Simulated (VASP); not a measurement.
# KCl (I4/mmm) in VASP: electric field gradients with PBE

Aim: the electric field gradients of KCl with PBE.

All numbers are computed with VASP 6.6.1; they aren't measurements. Logs are shortened: lines on timing, memory, paths and dates and some standing lists are left out, and cuts for length are marked.

**1. The cell of the first run**

Symmetry: I4/mmm, No. 139, tetragonal system. The conventional cell has a = 4.463 Å, b = 4.463 Å, c = 6.123 Å, α = 90.00°, β = 90.00°, γ = 90.00°. Within 4.0 Å of K (site symmetry 4/mmm) lie 6 Cl at 3.06 to 3.16 Å. Cl (site symmetry 4/mmm) has 6 K at 3.06 to 3.16 Å within 4.0 Å.

**2. Electric field gradients, PBE (zz strain of -3 %)**

The input, INCAR:

```
SYSTEM = KCl
PREC = Accurate
ENCUT = 520
EDIFF = 1E-8
ISMEAR = -1
SIGMA = 0.03
LREAL = .FALSE.
LASPH = .TRUE.
NELM = 100
ALGO = Normal
ISIF = 2
LWAVE = .FALSE.
LCHARG = .FALSE.
GGA = PE
LEFG = .TRUE.
NBANDS = 15
```

The input, KPOINTS:

```
Automatic mesh
0
G
  7 7 7
  0 0 0
```

The input, POSCAR:

```
KCl
1.0
    0.0000000000      3.1561000000      3.0614170000
    3.1561000000      0.0000000000      3.0614170000
    3.1561000000      3.1561000000      0.0000000000
K Cl
1 1
Direct
    0.0000000000      0.0000000000      0.0000000000
    0.5000000000      0.5000000000      0.5000000000
```

Potentials or basis: VASP PAW PBE potentials, release 64 (K_sv, Cl).

On the command line:

```console
cat potpaw_PBE.64/K_sv/POTCAR potpaw_PBE.64/Cl/POTCAR > POTCAR
mpirun -np 1 vasp_std > vasp.out
```

OUTCAR:

```text
SYSTEM = KCl
   PREC = Accurate
   ENCUT = 520
   EDIFF = 1E-8
   ISMEAR = -1
   LREAL = .FALSE.
   LASPH = .TRUE.
   NELM = 100
   ISIF = 2
   GGA = PE

 ion  position               nearest neighbor table
   1  0.000  0.000  0.000-   2 3.06   2 3.06   2 3.16   2 3.16   2 3.16   2 3.16
   2  0.500  0.500  0.500-   1 3.06   1 3.06   1 3.16   1 3.16   1 3.16   1 3.16

  LATTYP: Found a body centered tetragonal cell.
 ALAT       =     4.4633994242
 C/A-ratio  =     1.3717871555

  Lattice vectors:

 A1 = (   0.0000000000,  -3.1561000000,  -3.0614170000)
 A2 = (   0.0000000000,   3.1561000000,  -3.0614170000)
 A3 = (   3.1561000000,   0.0000000000,   3.0614170000)

Analysis of symmetry for initial positions (statically):
=====================================================================
 Subroutine PRICEL returns:
 Original cell was already a primitive cell.

 Routine SETGRP: Setting up the symmetry group for a
 body centered tetragonal supercell.

 Subroutine GETGRP returns: Found 16 space group operations
 (whereof 16 operations were pure point group operations)
 out of a pool of 16 trial point group operations.

The static configuration has the point symmetry D_4h.

Analysis of symmetry for dynamics (positions and initial velocities):
=====================================================================
 Subroutine PRICEL returns:
 Original cell was already a primitive cell.

 Routine SETGRP: Setting up the symmetry group for a
 body centered tetragonal supercell.

 Subroutine GETGRP returns: Found 16 space group operations
 (whereof 16 operations were pure point group operations)
 out of a pool of 16 trial point group operations.

The dynamic configuration has the point symmetry D_4h.

 Subroutine INISYM returns: Found 16 space group operations
 (whereof 16 operations are pure point group operations),
 and found     1 'primitive' translations

----------------------------------------------------------------------------------------

                                     Primitive cell

  volume of cell :      60.9893

  direct lattice vectors                    reciprocal lattice vectors
     0.000000000  3.156100000  3.061417000    -0.158423371  0.158423371  0.163323062
     3.156100000  0.000000000  3.061417000     0.158423371 -0.158423371  0.163323062
     3.156100000  3.156100000  0.000000000     0.158423371  0.158423371 -0.163323062

  length of vectors
     4.396958182  4.396958182  4.463399424     0.277255030  0.277255030  0.277255030

  position of ions in fractional coordinates (direct lattice)
     0.000000000  0.000000000  0.000000000
     0.500000000  0.500000000  0.500000000

  ion indices of the primitive-cell ions
   primitive index   ion index
                 1           1
                 2           2

----------------------------------------------------------------------------------------

 KPOINTS: Automatic mesh

Automatic generation of k-mesh.
 Grid dimensions read from file:
 generate k-points for:    7    7    7

 Generating k-lattice:

  Cartesian coordinates                     Fractional coordinates (reciprocal lattice)
    -0.022631910  0.022631910  0.023331866     0.142857143 -0.000000000  0.000000000
     0.022631910 -0.022631910  0.023331866    -0.000000000  0.142857143  0.000000000
     0.022631910  0.022631910 -0.023331866     0.000000000  0.000000000  0.142857143

  Length of vectors
     0.039607861  0.039607861  0.039607861

  Shift w.r.t. Gamma in fractional coordinates (k-lattice)
     0.000000000  0.000000000  0.000000000

 Subroutine IBZKPT returns following result:
 ===========================================

 Found     40 irreducible k-points:

 Following reciprocal coordinates:
[... 33 lines left out ...]
   NGXF,Y,Z  is equivalent  to a cutoff of  27.22, 27.22, 26.82 a.u.
 SYSTEM =  KCl
   PREC   = accura    normal or accurate (medium, high low for compatibility)
   ISTART =      0    job   : 0-new  1-cont  2-samecut
   ICHARG =      2    charge: 1-file 2-atom 10-const
   ISPIN  =      1    spin polarized calculation?
   LNONCOLLINEAR =      F non collinear calculations
   LSORBIT =      F    spin-orbit coupling
   LASPH  =      T    aspherical Exc in radial PAW
   ENCUT  =  520.0 eV  38.22 Ry    6.18 a.u.   8.18  8.18  8.30*2*pi/ulx,y,z
   NELM   =    100;   NELMIN=  2; NELMDL= -5     # of ELM steps
   EDIFF  = 0.1E-07   stopping-criterion for ELM
   LREAL  =      F    real-space projection
   EDIFFG = 0.1E-06   stopping-criterion for IOM
   NSW    =      0    number of steps for IOM
   IBRION =     -1    ionic relax: 0-MD 1-quasi-New 2-CG
   NFREE  =      0    steps in history (QN), initial steepest desc. (CG)
   ISIF   =      2    stress and relaxation
   ISYM   =      2    0-nonsym 1-usesym 2-fastsym
   POTIM  = 0.5000    time-step for ionic-motion
   TEBEG  =    0.0;   TEEND  =   0.0 temperature during run
   PSTRESS=    0.0 pullay stress
   NELECT =      16.0000    total number of electrons
   NUPDOWN=      -1.0000    fix difference up-down
   EMIN   =  10.00;   EMAX   =-10.00  energy-range for DOS
   EFERMI =   0.00;   METHOD = LEGACY
   ISMEAR =    -1;   SIGMA  =   0.03  broadening in eV -4-tet -1-fermi 0-gaus
   EFERMI_NEDOS =   21; number of points for ismear=-14 and -15
   IALGO  =     38    algorithm
   IMIX   =      4    mixing-type and parameters
     AMIX     =   0.40;   BMIX     =  1.00
     AMIX_MAG =   1.60;   BMIX_MAG =  1.00
  volume/ion in A,a.u.               =      30.49       205.79
  Fermi-wavevector in a.u.,A,eV,Ry     =   1.048005  1.980443 14.943485  1.098315
  Thomas-Fermi vector in A             =   2.182909
   LORBIT       =      0    0 simple, 1 ext, 2 COOP (PROOUT), +10 PAW based schemes
   GGA     = PE    functional components
   LHFCALC =     F    Hartree Fock is set to
   AEXX    =    0.0000 exact exchange contribution
   IVDW    =     0    specifies the selected vdW correction
   LEPSILON=     F    determine dielectric tensor
   LRPA    =     F    only Hartree local field effects (RPA)
 non-spin polarized calculation
  energy-cutoff  :      520.00
  volume of cell :       60.99
 maximum number of plane-waves:      1656
 NGX is ok and might be reduce to    36
   NGX = 17   NGY = 17   NGZ = 17

 number of electron      16.0000002 magnetization

 Free energy of the ion-electron system (eV)
  ---------------------------------------------------
  ext. energy  EPLUGINS =         0.00000000
  ---------------------------------------------------
  free energy    TOTEN  =        -6.79007243 eV

  energy without entropy =       -6.79007243  energy(sigma->0) =       -6.79007243

 E-fermi :  -1.0253     XC(G=0):  -7.6252

 val. band max:       -1.7385555894   @ k =   0.0000   0.0000   0.0000
 cond. band min:       3.5017040337   @ k =   0.0000   0.0000   0.0000
 fundamental gap:      5.2402596231
 Fermi energy:        -1.0253209144

 k-point     1 :       0.0000    0.0000    0.0000
  band No.  band energies     occupation
      1     -28.9001      2.00000
      2     -13.8991      2.00000
      3     -12.3628      2.00000
      4     -12.3616      2.00000
      5     -12.3616      2.00000
      6      -1.7636      2.00000
      7      -1.7636      2.00000
      8      -1.7386      2.00000
      9       3.5017      0.00000
     10       6.5733      0.00000
     11       6.5733      0.00000
     12       6.7692      0.00000
     13       7.4500      0.00000
     14       7.6068      0.00000
[... 401 lines left out ...]
      2     -13.9832      2.00000
      3     -12.4329      2.00000
      4     -12.3973      2.00000
      5     -12.2257      2.00000
      6      -2.5703      2.00000
      7      -2.1651      2.00000
      8      -2.0979      2.00000
      9       6.0367      0.00000
     10       6.4863      0.00000
     11       8.1443      0.00000
     12       8.8226      0.00000
     13       9.2654      0.00000
     14       9.7012      0.00000
     15      10.2982      0.00000

 [... further k-points ...]

------------------------ aborting loop because EDIFF is reached ----------------------------------------

  FORCE on cell =-STRESS in cart. coord.  units (eV):
  Direction    XX          YY          ZZ          XY          YZ          ZX
  --------------------------------------------------------------------------------------
  -------------------------------------------------------------------------------------
  Total        0.3128125      0.3128125      0.8405500      0.0000000      0.0000000      0.0000000
  in kB        8.2175195      8.2175195     22.0810714      0.0000000      0.0000000      0.0000000
  external PRESSURE =      12.8387035 kB  Pullay stress =       0.0000000 kB

 VOLUME and BASIS-vectors are now :
 -----------------------------------------------------------------------------
  energy-cutoff  :      520.00
  volume of cell :       60.99
      direct lattice vectors                 reciprocal lattice vectors
     0.000000000  3.156100000  3.061417000    -0.158423371  0.158423371  0.163323062
     3.156100000  0.000000000  3.061417000     0.158423371 -0.158423371  0.163323062
     3.156100000  3.156100000  0.000000000     0.158423371  0.158423371 -0.163323062

 POSITION                                       TOTAL-FORCE (eV/Angst)
 -----------------------------------------------------------------------------------
      0.00000      0.00000      0.00000         0.000000     -0.000000      0.000000
      3.15610      3.15610      3.06142        -0.000000      0.000000     -0.000000
 -----------------------------------------------------------------------------------
    total drift:                                0.000000      0.000000      0.000000

  FREE ENERGIE OF THE ION-ELECTRON SYSTEM (eV)
  ---------------------------------------------------
  free  energy   TOTEN  =        -6.7900724312 eV

  energy  without entropy=       -6.7900724312  energy(sigma->0) =       -6.79007243

 Electric field gradients (V/A^2)
---------------------------------------------------------------------
 ion       V_xx      V_yy      V_zz      V_xy      V_xz      V_yz
---------------------------------------------------------------------
   1       3.154     3.154    -6.307    -0.000    -0.000    -0.000
   2       1.822     1.822    -3.644     0.000     0.000     0.000
---------------------------------------------------------------------

 Electric field gradients after diagonalization (V/A^2)
 (convention: |V_zz| > |V_xx| > |V_yy|)
----------------------------------------------------------------------
 ion       V_xx      V_yy      V_zz     asymmetry (V_yy - V_xx)/ V_zz
----------------------------------------------------------------------
   1       3.154     3.154    -6.307       0.000
   2       1.822     1.822    -3.644       0.000
----------------------------------------------------------------------

           NMR quadrupolar parameters

 Cq : quadrupolar parameter    Cq=e*Q*V_zz/h
 eta: asymmetry parameters     (V_yy - V_xx)/ V_zz
 Q  : nuclear electric quadrupole moment in mb (millibarn)
----------------------------------------------------------------------
 ion       Cq(MHz)       eta       Q (mb)
----------------------------------------------------------------------
   1      -0.015       0.000       1.000
   2      -0.009       0.000       1.000
----------------------------------------------------------------------
```

It took 20 s on 1 thread of Intel Xeon 6975P-C (Granite Rapids), shared host; peak memory 0.2 GiB.

Results:

- Free energy: -6.7901 eV
- Pressure: 1.3 GPa
- Band gap on the k mesh: 5.24 eV, direct

Electric field gradients, principal values (V/Å²):
| atom | least | middle | greatest (by size) |
| --- | --- | --- | --- |
| 1 K | 3.154 | 3.154 | -6.307 |
| 2 Cl | 1.822 | 1.822 | -3.644 |

Caveat: the cell differs from its parent crystal (zz strain of -3 %); without QUAD_EFG the Cq values of the log hold for a quadrupole moment of 1 mb, not for the nuclei. A k mesh can miss the band edges.
